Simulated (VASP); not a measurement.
# RbTi (CsCl type) (Pm-3m) in VASP: notebook, part 2 of 2

VASP 6.6.1. The steps go on from the part before.

## Step 4: Single point, PBEsol (33.44 Å³/atom)

This run uses another cell than the first one, of 33.44 Å³/atom.

The input, INCAR:

```
SYSTEM = RbTi
PREC = Accurate ; ENCUT = 520
EDIFF = 1E-6 ; ISMEAR = -1
SIGMA = 0.03 ; LREAL = .FALSE.
LASPH = .TRUE. ; NELM = 100
ALGO = Normal ; ISIF = 2
LWAVE = .FALSE. ; LCHARG = .FALSE.
GGA = PS ; NBANDS = 18
```

The input, KPOINTS:

```
regular mesh
0
G
  10 10 10
  0 0 0
```

The input, POSCAR:

```
RbTi
1.0
    4.0591001343      0.0000000000      0.0000000000
    0.0000000000      4.0591001343      0.0000000000
    0.0000000000      0.0000000000      4.0591001343
Rb Ti
1 1
Direct
    0.0000000000      0.0000000000      0.0000000000
    0.5000000000      0.5000000000      0.5000000000
```

Potentials or basis: VASP PAW PBE potentials, release 64 (Rb_sv, Ti_sv).

Run with:

```sh
$ cat potpaw_PBE.64/Rb_sv/POTCAR potpaw_PBE.64/Ti_sv/POTCAR > POTCAR
$ mpirun -np 1 vasp_std > vasp.out
```

OUTCAR:

```text
SYSTEM = RbTi
   PREC = Accurate
   ENCUT = 520
   EDIFF = 1E-6
   ISMEAR = -1
   LREAL = .FALSE.
   LASPH = .TRUE.
   NELM = 100
   ISIF = 2
   GGA = PS

 ion  position               nearest neighbor table
   1  0.000  0.000  0.000-   2 3.52   2 3.52   2 3.52   2 3.52   2 3.52   2 3.52   2 3.52   2 3.52

   2  0.500  0.500  0.500-   1 3.52   1 3.52   1 3.52   1 3.52   1 3.52   1 3.52   1 3.52   1 3.52

  LATTYP: Found a simple cubic cell.
 ALAT       =     4.0591001343

  Lattice vectors:

 A1 = (   4.0591001343,   0.0000000000,   0.0000000000)
 A2 = (   0.0000000000,   4.0591001343,   0.0000000000)
 A3 = (   0.0000000000,   0.0000000000,   4.0591001343)

Analysis of symmetry for initial positions (statically):
=====================================================================
 Subroutine PRICEL returns:
 Original cell was already a primitive cell.

 Routine SETGRP: Setting up the symmetry group for a
 simple cubic supercell.

 Subroutine GETGRP returns: Found 48 space group operations
 (whereof 48 operations were pure point group operations)
 out of a pool of 48 trial point group operations.

The static configuration has the point symmetry O_h .

Analysis of symmetry for dynamics (positions and initial velocities):
=====================================================================
 Subroutine PRICEL returns:
 Original cell was already a primitive cell.

 Routine SETGRP: Setting up the symmetry group for a
 simple cubic supercell.

 Subroutine GETGRP returns: Found 48 space group operations
 (whereof 48 operations were pure point group operations)
 out of a pool of 48 trial point group operations.

The dynamic configuration has the point symmetry O_h .

 Subroutine INISYM returns: Found 48 space group operations
 (whereof 48 operations are pure point group operations),
 and found     1 'primitive' translations

----------------------------------------------------------------------------------------

                                     Primitive cell

  volume of cell :      66.8789

  direct lattice vectors                    reciprocal lattice vectors
     4.059100134  0.000000000  0.000000000     0.246360022  0.000000000  0.000000000
     0.000000000  4.059100134  0.000000000     0.000000000  0.246360022  0.000000000
     0.000000000  0.000000000  4.059100134     0.000000000  0.000000000  0.246360022

  length of vectors
     4.059100134  4.059100134  4.059100134     0.246360022  0.246360022  0.246360022

  position of ions in fractional coordinates (direct lattice)
     0.000000000  0.000000000  0.000000000
     0.500000000  0.500000000  0.500000000

  ion indices of the primitive-cell ions
   primitive index   ion index
                 1           1
                 2           2

----------------------------------------------------------------------------------------

 KPOINTS: regular mesh

Automatic generation of k-mesh.
 Grid dimensions read from file:
 generate k-points for:   10   10   10

 Generating k-lattice:

  Cartesian coordinates                     Fractional coordinates (reciprocal lattice)
     0.024636002  0.000000000  0.000000000     0.100000000  0.000000000  0.000000000
     0.000000000  0.024636002  0.000000000     0.000000000  0.100000000  0.000000000
     0.000000000  0.000000000  0.024636002     0.000000000  0.000000000  0.100000000

  Length of vectors
     0.024636002  0.024636002  0.024636002

  Shift w.r.t. Gamma in fractional coordinates (k-lattice)
     0.000000000  0.000000000  0.000000000

 Subroutine IBZKPT returns following result:
 ===========================================

 Found     56 irreducible k-points:

 Following reciprocal coordinates:
            Coordinates               Weight
  0.000000  0.000000  0.000000      1.000000
  0.100000  0.000000  0.000000      6.000000
  0.200000  0.000000  0.000000      6.000000
  0.300000  0.000000  0.000000      6.000000
  0.400000  0.000000  0.000000      6.000000
  0.500000  0.000000  0.000000      3.000000
[... 16 lines left out ...]
  0.200000  0.100000  0.100000     24.000000
  0.300000  0.100000  0.100000     24.000000
 [... further k-points ...]
   k-points           NKPTS =     56   k-points in BZ     NKDIM =     56   number of bands    NBANDS=     18
   number of dos      NEDOS =    301   number of ions     NIONS =      2
   total plane-waves  NPLWV =  27000
   dimension x,y,z NGX =    30 NGY =   30 NGZ =   30
   dimension x,y,z NGXF=    60 NGYF=   60 NGZF=   60
   ions per type =               1   1
   NGX,Y,Z   is equivalent  to a cutoff of  12.29, 12.29, 12.29 a.u.
   NGXF,Y,Z  is equivalent  to a cutoff of  24.57, 24.57, 24.57 a.u.
 SYSTEM =  RbTi
   PREC   = accura    normal or accurate (medium, high low for compatibility)
   ISTART =      0    job   : 0-new  1-cont  2-samecut
   ICHARG =      2    charge: 1-file 2-atom 10-const
   ISPIN  =      1    spin polarized calculation?
   LNONCOLLINEAR =      F non collinear calculations
   LSORBIT =      F    spin-orbit coupling
   LASPH  =      T    aspherical Exc in radial PAW
   ENCUT  =  520.0 eV  38.22 Ry    6.18 a.u.   7.55  7.55  7.55*2*pi/ulx,y,z
   NELM   =    100;   NELMIN=  2; NELMDL= -5     # of ELM steps
   EDIFF  = 0.1E-05   stopping-criterion for ELM
   LREAL  =      F    real-space projection
   EDIFFG = 0.1E-04   stopping-criterion for IOM
   NSW    =      0    number of steps for IOM
   IBRION =     -1    ionic relax: 0-MD 1-quasi-New 2-CG
   NFREE  =      0    steps in history (QN), initial steepest desc. (CG)
   ISIF   =      2    stress and relaxation
   ISYM   =      2    0-nonsym 1-usesym 2-fastsym
   POTIM  = 0.5000    time-step for ionic-motion
   TEBEG  =    0.0;   TEEND  =   0.0 temperature during run
   PSTRESS=    0.0 pullay stress
   NELECT =      21.0000    total number of electrons
   NUPDOWN=      -1.0000    fix difference up-down
   EMIN   =  10.00;   EMAX   =-10.00  energy-range for DOS
   EFERMI =   0.00;   METHOD = LEGACY
   ISMEAR =    -1;   SIGMA  =   0.03  broadening in eV -4-tet -1-fermi 0-gaus
   EFERMI_NEDOS =   21; number of points for ismear=-14 and -15
   IALGO  =     38    algorithm
   IMIX   =      4    mixing-type and parameters
     AMIX     =   0.40;   BMIX     =  1.00
     AMIX_MAG =   1.60;   BMIX_MAG =  1.00
  volume/ion in A,a.u.               =      33.44       225.66
  Fermi-wavevector in a.u.,A,eV,Ry     =   1.112717  2.102731 16.845914  1.238140
  Thomas-Fermi vector in A             =   2.249294
   LORBIT       =      0    0 simple, 1 ext, 2 COOP (PROOUT), +10 PAW based schemes
   GGA     = PS    functional components
   LHFCALC =     F    Hartree Fock is set to
   AEXX    =    0.0000 exact exchange contribution
   IVDW    =     0    specifies the selected vdW correction
   LEPSILON=     F    determine dielectric tensor
   LRPA    =     F    only Hartree local field effects (RPA)
 non-spin polarized calculation
  energy-cutoff  :      520.00
  volume of cell :       66.88
 maximum number of plane-waves:      1856
   NGX = 15   NGY = 15   NGZ = 15

 number of electron      21.0000006 magnetization

 Free energy of the ion-electron system (eV)
  ---------------------------------------------------
  ext. energy  EPLUGINS =         0.00000000
  ---------------------------------------------------
  free energy    TOTEN  =        -5.51284964 eV

  energy without entropy =       -5.50415730  energy(sigma->0) =       -5.50850347

 E-fermi :   2.7603     XC(G=0):  -8.7552

 val. band max:        2.6992797728   @ k =   0.3000   0.3000   0.3000
 cond. band min:       2.7658213339   @ k =   0.5000   0.4000   0.4000
 fundamental gap:      0.0665415610
 Fermi energy:         2.7602668112

 k-point     1 :       0.0000    0.0000    0.0000
  band No.  band energies     occupation
      1     -54.7124      2.00000
      2     -31.0529      2.00000
      3     -31.0529      2.00000
      4     -31.0529      2.00000
      5     -24.4701      2.00000
      6      -8.5012      2.00000
[... 10 lines left out ...]
     17       8.7761      0.00000
     18       8.7761      0.00000
[... 463 lines left out ...]
 k-point    24 :       0.3000    0.1000    0.1000
  band No.  band energies     occupation
      1     -54.7120      2.00000
      2     -31.0591      2.00000
      3     -31.0533      2.00000
      4     -31.0533      2.00000
      5     -24.4463      2.00000
      6      -8.8357      2.00000
[... 10 lines left out ...]
     17       7.3088      0.00000
     18       7.3795      0.00000

 [... further k-points ...]

------------------------ aborting loop because EDIFF is reached ----------------------------------------

  FORCE on cell =-STRESS in cart. coord.  units (eV):
  Direction    XX          YY          ZZ          XY          YZ          ZX
  --------------------------------------------------------------------------------------
  -------------------------------------------------------------------------------------
  Total       -0.1858539     -0.1858539     -0.1858539     -0.0000000     -0.0000000     -0.0000000
  in kB       -4.4523866     -4.4523866     -4.4523866     -0.0000000     -0.0000000     -0.0000000
  external PRESSURE =      -4.4523866 kB  Pullay stress =       0.0000000 kB

 VOLUME and BASIS-vectors are now :
 -----------------------------------------------------------------------------
  energy-cutoff  :      520.00
  volume of cell :       66.88
      direct lattice vectors                 reciprocal lattice vectors
     4.059100134  0.000000000  0.000000000     0.246360022  0.000000000  0.000000000
     0.000000000  4.059100134  0.000000000     0.000000000  0.246360022  0.000000000
     0.000000000  0.000000000  4.059100134     0.000000000  0.000000000  0.246360022

 POSITION                                       TOTAL-FORCE (eV/Angst)
 -----------------------------------------------------------------------------------
      0.00000      0.00000      0.00000         0.000000      0.000000      0.000000
      2.02955      2.02955      2.02955         0.000000      0.000000      0.000000
 -----------------------------------------------------------------------------------
    total drift:                                0.000000      0.000000      0.000000

  FREE ENERGIE OF THE ION-ELECTRON SYSTEM (eV)
  ---------------------------------------------------
  free  energy   TOTEN  =        -5.5128496434 eV

  energy  without entropy=       -5.5041572979  energy(sigma->0) =       -5.50850347
```

OSZICAR:

```text
N       E                     dE             d eps       ncg     rms          rms(c)
DAV:   1     0.186385765314E+03    0.18639E+03   -0.10265E+04  2016   0.113E+03
DAV:   2     0.127039226029E+02   -0.17368E+03   -0.16929E+03  2064   0.317E+02
DAV:   3    -0.607737669129E+01   -0.18781E+02   -0.18488E+02  3634   0.869E+01
DAV:   4    -0.710621143070E+01   -0.10288E+01   -0.10244E+01  2386   0.172E+01
DAV:   5    -0.716275093074E+01   -0.56540E-01   -0.56526E-01  2900   0.313E+00    0.100E+01
DAV:   6    -0.647930868504E+01    0.68344E+00   -0.33725E+01  2254   0.242E+01    0.767E+00
DAV:   7    -0.553233109578E+01    0.94698E+00   -0.12752E+01  2280   0.152E+01    0.290E+00
DAV:   8    -0.553001590869E+01    0.23152E-02   -0.90709E-01  2240   0.435E+00    0.124E+00
DAV:   9    -0.551207547223E+01    0.17940E-01   -0.17464E-01  2250   0.217E+00    0.270E-01
DAV:  10    -0.551288889263E+01   -0.81342E-03   -0.51869E-03  2484   0.465E-01    0.675E-02
DAV:  11    -0.551285766036E+01    0.31232E-04   -0.85345E-04  2978   0.168E-01    0.366E-02
DAV:  12    -0.551284928519E+01    0.83752E-05   -0.67595E-05  2338   0.411E-02    0.143E-02
DAV:  13    -0.551284964336E+01   -0.35816E-06   -0.40202E-06  2194   0.155E-02
   1 F= -.55128496E+01 E0= -.55085035E+01  d E =-.869235E-02
```

stdout:

```text
POSCAR found type information on POSCAR RbTi
 POSCAR found :  2 types and       2 ions
 scaLAPACK will be used
 -----------------------------------------------------------------------------
|                                                                             |
|                                                                             |
|     You enforced a specific xc type in the INCAR file but a different       |
|     I HOPE YOU KNOW WHAT YOU ARE DOING!                                     |
|                                                                             |
 -----------------------------------------------------------------------------

 LDA part: xc-table for (Slater+PW92), standard interpolation
 POSCAR, INCAR and KPOINTS ok, starting setup
 FFT: planning ... GRIDC
 FFT: planning ... GRID_SOFT
 FFT: planning ... GRID
 WAVECAR not read
 entering main loop
```

It took 26 s on 1 thread of Intel Xeon Platinum 8559C (Emerald Rapids), shared host; peak memory 0.21 GiB.

Results:

| Item | Value |
| --- | --- |
| Free energy | -5.5128 eV |
| Pressure | -0.4 GPa |
| Band gap on the k mesh | zero (an odd number of electrons rules out a gap without spin polarisation) |

Caveat: the PAW data sets were made with another functional, which shifts forces and pressure a little.

## Step 5: Overview

| cell | gap on the mesh (eV) | pressure (GPa) |
| --- | --- | --- |
| a = 4.006 Å, 2 atoms | none | 0.1 |
| a = 4.033 Å, 2 atoms | none | -0.2 |
| a = 4.059 Å, 2 atoms | none | -0.4 |

Alike in all rows: task single point; level PBEsol; potentials or basis VASP PAW PBE potentials, release 64 (Rb_sv, Ti_sv); no spin polarisation; k mesh 10 × 10 × 10; cutoff (eV) 520; smearing fermi-dirac 0.03 eV.

Caveats: the PAW data sets were made with another functional, which shifts forces and pressure a little.

Absolute energies hang on the potentials; compare differences alone.

The gap in the log of VASP goes by the Fermi energy; the results here count the filled bands.